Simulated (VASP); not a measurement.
# LiF (Griceite) (Fm-3m) in VASP: notebook, part 2 of 2

VASP 6.6.1. Earlier steps stand in the parts before.

## Step 3: Single point, PBEsol

This run uses another cell than the first one, of 8.17 Å³/atom, 1.020 times its volume.

INCAR

```
SYSTEM = LiF
  PREC = Accurate
  ENCUT = 520
  EDIFF = 1E-6
  ISMEAR = -1
  SIGMA = 0.05
  LREAL = .FALSE.
  LASPH = .TRUE.
  NELM = 80
  ALGO = Normal
  ISIF = 2
  LWAVE = .FALSE.
  LCHARG = .TRUE.
  GGA = PS
  LELF = .TRUE.
  LVHAR = .TRUE.
  NBANDS = 12
```

KPOINTS

```
regular mesh
0
G
  11 11 11
  0 0 0
```

POSCAR

```
LiF
1.0
    0.0000000000      2.0140000000      2.0140000000
    2.0140000000      0.0000000000      2.0140000000
    2.0140000000      2.0140000000      0.0000000000
F Li
1 1
Direct
    0.5000000000      0.5000000000      0.5000000000
    0.0000000000      0.0000000000      0.0000000000
```

Potentials or basis: VASP PAW PBE potentials, release 64 (F, Li_sv).

Command:

```console
$ cat potpaw_PBE.64/F/POTCAR potpaw_PBE.64/Li_sv/POTCAR > POTCAR
$ mpirun -np 1 vasp_std > vasp.out
```

Wall time 8 s (1 thread of Intel Xeon Platinum 8259CL at 2.50GHz (Skylake/Cascade Lake), shared host); peak memory 0.13 GiB.

Results (log left out):

```yaml
Free_energy: -9.8519 eV
Band_gap_on_the_k_mesh: 8.92 eV, direct
```

Levels at points of the mesh, in eV from the valence-band top:
```tsv
k point	band 2	band 3	band 4	band 5	band 6	band 7	band 8	band 9
(0.00, 0.00, 0.00)	-19.86	0.00	0.00	0.00	8.92	23.83	23.83	23.83
```

Caveat: the cutoff is under 1.25 times the usual one of these potentials, so pressure, stress and relaxed cells hold a basis-set (Pulay) error; the PAW data sets were made with another functional, which shifts forces and pressure a little. A k mesh can miss the band edges.

## Step 4: Single point, PBEsol (volume scaled by 1.02)

INCAR

```
SYSTEM = LiF
ALGO = Normal
EDIFF = 1E-7
ENCUT = 520
GGA = PS
ISIF = 2
ISMEAR = -1
LASPH = .True.
LCHARG = .False.
LREAL = .False.
LWAVE = .False.
NBANDS = 12
NELM = 60
PREC = Accurate
SIGMA = 0.05
```

KPOINTS

```
k-points
0
Gamma
  11 11 11
  0 0 0
```

POSCAR

```
LiF
1.0
    0.0000000000      2.0273381371      2.0273381371
    2.0273381371      0.0000000000      2.0273381371
    2.0273381371      2.0273381371      0.0000000000
F Li
1 1
Direct
    0.5000000000      0.5000000000      0.5000000000
    0.0000000000      0.0000000000      0.0000000000
```

Command:

```console
$ cat potpaw_PBE.64/F/POTCAR potpaw_PBE.64/Li_sv/POTCAR > POTCAR
$ mpirun -np 1 vasp_std > vasp.out
```

Wall time 8.9 s (1 thread of Intel Xeon Platinum 8259CL at 2.50GHz (Skylake/Cascade Lake), shared host); peak memory 0.13 GiB.

Results (log left out):

| Property | Result |
| --- | --- |
| Free energy | -9.8490 eV |
| Band gap on the k mesh | 8.74 eV, direct |

Levels at points of the mesh, in eV from the valence-band top:
| k point | band 3 | band 4 | band 5 | band 6 | band 7 | band 8 |
| --- | --- | --- | --- | --- | --- | --- |
| (0.00, 0.00, 0.00) | 0.00 | 0.00 | 0.00 | 8.74 | 23.58 | 23.58 |

Caveat: the cell differs from its parent crystal (volume scaled by 1.02); the cutoff is under 1.25 times the usual one of these potentials, so pressure, stress and relaxed cells hold a basis-set (Pulay) error; the PAW data sets were made with another functional, which shifts forces and pressure a little. A k mesh can miss the band edges.

## Step 5: Single point, PBEsol (volume scaled by 1.04)

INCAR

```
SYSTEM = LiF
PREC = Accurate ; ENCUT = 520
EDIFF = 1E-6 ; ISMEAR = -1
SIGMA = 0.05 ; LREAL = .False.
LASPH = .True. ; NELM = 60
ALGO = Normal ; ISIF = 2
LWAVE = .False. ; LCHARG = .False.
GGA = PS ; NBANDS = 12
```

KPOINTS

```
Automatic mesh
0
Gamma
  11 11 11
  0 0 0
```

POSCAR

```
LiF
1.0
    0.0000000000      2.0405030393      2.0405030393
    2.0405030393      0.0000000000      2.0405030393
    2.0405030393      2.0405030393      0.0000000000
F Li
1 1
Direct
    0.5000000000      0.5000000000      0.5000000000
    0.0000000000      0.0000000000      0.0000000000
```

Command:

```console
$ cat potpaw_PBE.64/F/POTCAR potpaw_PBE.64/Li_sv/POTCAR > POTCAR
$ mpirun -np 1 vasp_std > vasp.out
```

It took 9.1 s on 1 thread of Intel Xeon Platinum 8259CL at 2.50GHz (Skylake/Cascade Lake), shared host; peak memory 0.13 GiB.

Results (log left out):

```yaml
Free_energy: -9.8434 eV
Band_gap_on_the_k_mesh: 8.58 eV, direct
```

Levels at points of the mesh, in eV from the valence-band top:
```csv
k point,band 2,band 3,band 4,band 5,band 6,band 7,band 8,band 9
"(0.00, 0.00, 0.00)",-19.76,0.00,0.00,0.00,8.58,23.33,23.33,23.33
```

Caveat: the cell differs from its parent crystal (volume scaled by 1.04); the cutoff is under 1.25 times the usual one of these potentials, so pressure, stress and relaxed cells hold a basis-set (Pulay) error; the PAW data sets were made with another functional, which shifts forces and pressure a little. A k mesh can miss the band edges.

## Step 6: Single point, PBEsol (volume scaled by 1.06)

INCAR

```
SYSTEM = LiF
ALGO = Normal
EDIFF = 1E-7
ENCUT = 520
GGA = PS
ISIF = 2
ISMEAR = -1
LASPH = .TRUE.
LCHARG = .FALSE.
LREAL = .FALSE.
LWAVE = .FALSE.
NBANDS = 12
NELM = 60
PREC = Accurate
SIGMA = 0.05
```

KPOINTS

```
k-points
0
G
  11 11 11
  0 0 0
```

POSCAR

```
LiF
1.0
    0.0000000000      2.0535002244      2.0535002244
    2.0535002244      0.0000000000      2.0535002244
    2.0535002244      2.0535002244      0.0000000000
F Li
1 1
Direct
    0.5000000000      0.5000000000      0.5000000000
    0.0000000000      0.0000000000      0.0000000000
```

Potentials or basis: VASP PAW PBE potentials, release 64 (F, Li_sv).

Command:

```console
$ cat potpaw_PBE.64/F/POTCAR potpaw_PBE.64/Li_sv/POTCAR > POTCAR
$ mpirun -np 1 vasp_std > vasp.out
```

OUTCAR:

```text
SYSTEM = LiF
   EDIFF = 1E-7
   ENCUT = 520
   GGA = PS
   ISIF = 2
   ISMEAR = -1
   LASPH = .TRUE.
   LREAL = .FALSE.
   NELM = 60
   PREC = Accurate

 ion  position               nearest neighbor table
   1  0.500  0.500  0.500-   2 2.05   2 2.05   2 2.05   2 2.05   2 2.05   2 2.05
   2  0.000  0.000  0.000-   1 2.05   1 2.05   1 2.05   1 2.05   1 2.05   1 2.05

  LATTYP: Found a face centered cubic cell.
 ALAT       =     4.1070004488

  Lattice vectors:

 A1 = (   0.0000000000,   2.0535002244,   2.0535002244)
 A2 = (   2.0535002244,   0.0000000000,   2.0535002244)
[... 538 lines left out ...]
      9      18.1645      0.00000
     10      24.4410      0.00000
     11      24.7303      0.00000
     12      27.5680      0.00000

 [... further k-points ...]
[... 5 lines left out ...]
  --------------------------------------------------------------------------------------
  -------------------------------------------------------------------------------------
  Total       -0.5273979     -0.5273979     -0.5273979     -0.0000000     -0.0000000     -0.0000000
  in kB      -48.7904368    -48.7904368    -48.7904368     -0.0000000     -0.0000000     -0.0000000
  external PRESSURE =     -48.7904368 kB  Pullay stress =       0.0000000 kB

 VOLUME and BASIS-vectors are now :
 -----------------------------------------------------------------------------
  energy-cutoff  :      520.00
  volume of cell :       17.32
      direct lattice vectors                 reciprocal lattice vectors
     0.000000000  2.053500224  2.053500224    -0.243486703  0.243486703  0.243486703
     2.053500224  0.000000000  2.053500224     0.243486703 -0.243486703  0.243486703
     2.053500224  2.053500224  0.000000000     0.243486703  0.243486703 -0.243486703

 POSITION                                       TOTAL-FORCE (eV/Angst)
 -----------------------------------------------------------------------------------
      2.05350      2.05350      2.05350        -0.000000     -0.000000      0.000000
      0.00000      0.00000      0.00000         0.000000      0.000000     -0.000000
 -----------------------------------------------------------------------------------
    total drift:                               -0.000000     -0.000000      0.000000

  FREE ENERGIE OF THE ION-ELECTRON SYSTEM (eV)
  ---------------------------------------------------
  free  energy   TOTEN  =        -9.8355686662 eV

  energy  without entropy=       -9.8355686662  energy(sigma->0) =       -9.83556867
```

Wall time 12 s (1 thread of Intel Xeon Platinum 8259CL at 2.50GHz (Skylake/Cascade Lake), shared host); peak memory 0.13 GiB.

Results:

```
Free energy            : -9.8356 eV
Band gap on the k mesh : 8.42 eV, direct
```

Caveat: the cell differs from its parent crystal (volume scaled by 1.06); the cutoff is under 1.25 times the usual one of these potentials, so pressure, stress and relaxed cells hold a basis-set (Pulay) error; the PAW data sets were made with another functional, which shifts forces and pressure a little.

## Step 7: Summary

| cell | gap on the mesh (eV) |
| --- | --- |
| a = 2.829 Å, angles 60.0°, 2 atoms | 9.10 |
| a = 2.848 Å, angles 60.0°, 2 atoms | 8.92 |
| a = 2.867 Å, angles 60.0°, 2 atoms | 8.74 |
| a = 2.886 Å, angles 60.0°, 2 atoms | 8.58 |
| a = 2.904 Å, angles 60.0°, 2 atoms | 8.42 |

Alike in all rows: task single point; level PBEsol; potentials or basis VASP PAW PBE potentials, release 64 (F, Li_sv); no spin polarisation; k mesh 11 × 11 × 11; cutoff (eV) 520; smearing fermi-dirac 0.05 eV.

Caveats: the cutoff is under 1.25 times the usual one of these potentials, so pressure, stress and relaxed cells hold a basis-set (Pulay) error; the PAW data sets were made with another functional, which shifts forces and pressure a little.

Absolute energies hang on the potentials; compare differences alone.
